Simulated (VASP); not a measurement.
# PbS in VASP: a series of runs, part 3 of 3

VASP 6.6.1. The steps go on from the part before.

### Step 6. Relaxation of cell and atoms, PBE+D3(BJ)

This run uses another cell than the first one, of 27.72 Å³/atom, 1.043 times its volume.

INCAR

```
SYSTEM = PbS
  ALGO = Normal
  EDIFF = 1E-7
  EDIFFG = -0.005
  ENCUT = 600
  GGA = PE
  IBRION = 2
  ISIF = 3
  ISMEAR = -1
  IVDW = 12
  LASPH = .TRUE.
  LCHARG = .FALSE.
  LREAL = .FALSE.
  LWAVE = .FALSE.
  NELM = 80
  NSW = 80
  PREC = Accurate
  SIGMA = 0.02
```

KPOINTS

```
k-points
0
G
  6 6 4
  0 0 0
```

POSCAR

```
PbS
1.0
    2.0569418400     -3.5658292650      0.0000000000
    2.0569418400      3.5658292650      0.0000000000
    0.0000000000      0.0000000000      7.5599447400
Pb S
2 2
Direct
    0.0010316600      0.9989683400      0.4867318100
    0.9989683400      0.0010316600      0.9867318100
    0.6671454800      0.3328545200      0.6924681900
    0.3328545200      0.6671454800      0.1924681900
```

Potentials or basis: VASP PAW PBE potentials, release 64 (Pb_d, S).

Started as:

```bash
> cat potpaw_PBE.64/Pb_d/POTCAR potpaw_PBE.64/S/POTCAR > POTCAR
> mpirun -np 1 vasp_std > vasp.out
```

OUTCAR:

```text
SYSTEM = PbS
   EDIFF = 1E-7
   EDIFFG = -0.005
   ENCUT = 600
   GGA = PE
   IBRION = 2
   ISIF = 3
   ISMEAR = -1
   IVDW = 12
   LASPH = .TRUE.
   LREAL = .FALSE.
   NELM = 80
   NSW = 80
   PREC = Accurate
 IVDW          = 12

 ion  position               nearest neighbor table
   1  0.001  0.999  0.487-   3 2.84   3 2.84   3 2.84   4 3.25   4 3.26   4 3.26   2 3.78   2 3.78

   2  0.999  0.001  0.987-   4 2.84   4 2.84   4 2.84   3 3.25   3 3.26   3 3.26   1 3.78   1 3.78

   3  0.667  0.333  0.692-   1 2.84   1 2.84   1 2.84   2 3.25   2 3.26   2 3.26
   4  0.333  0.667  0.192-   2 2.84   2 2.84   2 2.84   1 3.25   1 3.26   1 3.26

  LATTYP: Found a base centered orthorhombic cell.
 ALAT       =     4.1138836800
 B/A-ratio  =     1.7335586236
 C/A-ratio  =     1.8376661394

  Lattice vectors:

 A1 = (   2.0569418400,  -3.5658292650,   0.0000000000)
[... 313 lines left out ...]

------------------------ aborting loop because EDIFF is reached ----------------------------------------
[... 79 lines left out ...]
--------------------------------------- Ionic step       12  -------------------------------------------

 number of electron      40.0000000 magnetization

 Free energy of the ion-electron system (eV)
  ---------------------------------------------------
  ext. energy  EPLUGINS =         0.00000000
  ---------------------------------------------------
  free energy    TOTEN  =       -17.27890701 eV

  energy without entropy =      -17.27886491  energy(sigma->0) =      -17.27888596

 E-fermi :   5.8942     XC(G=0):  -9.5834

 val. band max:        5.8040397590   @ k =   0.0000   0.0000   0.0000
 cond. band min:       6.0022379770   @ k =   0.5000  -0.0000   0.0000
 fundamental gap:      0.1981982180
 Fermi energy:         5.8941997863

 k-point     1 :       0.0000    0.0000    0.0000
  band No.  band energies     occupation
      1     -11.3447      2.00000
      2     -11.2809      2.00000
      3     -11.2803      2.00000
      4     -11.2647      2.00000
      5     -11.2642      2.00000
      6     -11.2467      2.00000
[... 637 lines left out ...]
     23       8.8167      0.00000
     24       9.2909      0.00000

 [... further k-points ...]

------------------------ aborting loop because EDIFF is reached ----------------------------------------

 Edisp (eV)   -1.36275

 E8    (eV) :    -0.6132
[... 27 lines left out ...]
  FREE ENERGIE OF THE ION-ELECTRON SYSTEM (eV)
  ---------------------------------------------------
  free  energy   TOTEN  =       -18.6416566756 eV

  energy  without entropy=      -18.6416145697  energy(sigma->0) =      -18.64163562

 reached required accuracy - stopping structural energy minimisation
```

CONTCAR:

```text
PbS
   1.00000000000000
     2.0411584499303062   -3.5395559687721119    0.0000000000000000
     2.0411584499303062    3.5395559687721119    0.0000000000000000
     0.0000000000000000    0.0000000000000000    7.3476664307490953
  Pb              S
     2     2
Direct
     0.0002815937244193    0.9997184062755807    0.4740913938680464
     0.9997184062755807    0.0002815937244193    0.9740913938680462
     0.6670071668999188    0.3329928331000810    0.7051086061319554
     0.3329928331000810    0.6670071668999188    0.2051086061319552

  0.00000000E+00  0.00000000E+00  0.00000000E+00
  0.00000000E+00  0.00000000E+00  0.00000000E+00
  0.00000000E+00  0.00000000E+00  0.00000000E+00
  0.00000000E+00  0.00000000E+00  0.00000000E+00
```

It took 11 min on 1 thread of Intel Xeon Platinum 8375C at 2.90GHz (Ice Lake), shared host; peak memory 0.36 GiB.

Results:

| Property | Result |
| --- | --- |
| Free energy | -18.6417 eV |
| Relaxed volume | 26.54 Å³/atom |
| Relaxed cell | a = 4.086 Å, b = 4.086 Å, c = 7.348 Å, α = 90.00°, β = 90.00°, γ = 120.06° |
| Space group after relaxing (to 0.05 Å) | P6_3mc (No. 186) |
| Energy gained by relaxing | 6.2 meV/atom |
| Ionic steps | 12 |
| Pressure after relaxing | 0.0 GPa |
| Largest force after relaxing | 0.005 eV/Å |
| Band gap on the k mesh | 0.20 eV, indirect (least direct gap 0.50 eV) |
| Dispersion energy per atom | -0.341 eV |

Forces in eV/Å, atoms in the order of the input:
```
Pb   0.000  0.001  0.003
Pb   0.000 -0.001  0.003
S    0.000  0.003 -0.003
S    0.000 -0.003 -0.003
```

Step by step:
| step | energy change (eV) | largest force (eV/Å) | pressure (GPa) | volume (Å³) |
| --- | --- | --- | --- | --- |
| 1 | 0.0000 | 0.0624 | -0.99 | 110.90 |
| 2 | -0.0078 | 0.1412 | 0.24 | 108.18 |
| 3 | -0.0079 | 0.1321 | 0.09 | 108.49 |
| 4 | -0.0111 | 0.1123 | 0.09 | 108.21 |
| 5 | -0.0175 | 0.0626 | 0.11 | 107.37 |
| 6 | -0.0194 | 0.0179 | 0.31 | 105.72 |
| 7 | -0.0227 | 0.0155 | -0.06 | 106.29 |
| 8 | -0.0234 | 0.0194 | -0.34 | 106.76 |
| 9 | -0.0245 | 0.0033 | 0.16 | 105.88 |
| 10 | -0.0248 | 0.0035 | 0.01 | 106.15 |
| 11 | -0.0248 | 0.0038 | 0.00 | 106.16 |
| 12 | -0.0248 | 0.0045 | 0.00 | 106.17 |

Final structure:
```
CELL_PARAMETERS angstrom
2.04116 -3.53956 0.00000
2.04116 3.53956 0.00000
0.00000 0.00000 7.34767
ATOMIC_POSITIONS crystal
Pb 0.00028 0.99972 0.47409
Pb 0.99972 0.00028 0.97409
S 0.66701 0.33299 0.70511
S 0.33299 0.66701 0.20511
```

Caveat: spin-orbit coupling is left out, which moves the levels of the heavy elements. A k mesh can miss the band edges.

### Step 7. Summary

```csv
task,level,cell,cutoff (eV),gap on the mesh (eV),pressure (GPa),relaxed volume (Å³/atom)
single point,PBE+D3(BJ),"a = 4.085, b = 4.085, c = 7.357 Å, angles 90.0, 90.0, 120.0°, 4 atoms",520,0.24,-0.1,-
single point,PBE+D4,"a = 4.086, b = 4.086, c = 7.371 Å, angles 90.0, 90.0, 120.0°, 4 atoms",520,0.27,-0.1,-
single point,r2SCAN+rVV10,"a = 4.086, b = 4.086, c = 7.469 Å, angles 90.0, 90.0, 120.0°, 4 atoms",520,0.55,0.1,-
relaxation of cell and atoms,PBE+D4,"relaxed from a = 4.085, b = 4.085, c = 7.357 Å, angles 90.0, 90.0, 120.0°, 4 atoms",600,0.24,0.0,26.61
relaxation of cell and atoms,PBE+D3(BJ),"relaxed from a = 4.117, b = 4.117, c = 7.560 Å, angles 90.0, 90.0, 120.0°, 4 atoms",600,0.20,0.0,26.54
```

Alike in all rows: potentials or basis VASP PAW PBE potentials, release 64 (Pb_d, S); no spin polarisation; k mesh 6 × 6 × 4; smearing fermi-dirac 0.02 eV.

Caveats: spin-orbit coupling is left out, which moves the levels of the heavy elements; the PAW data sets were made with another functional, which shifts forces and pressure a little (some runs).

Absolute energies hang on the potentials; compare differences alone.
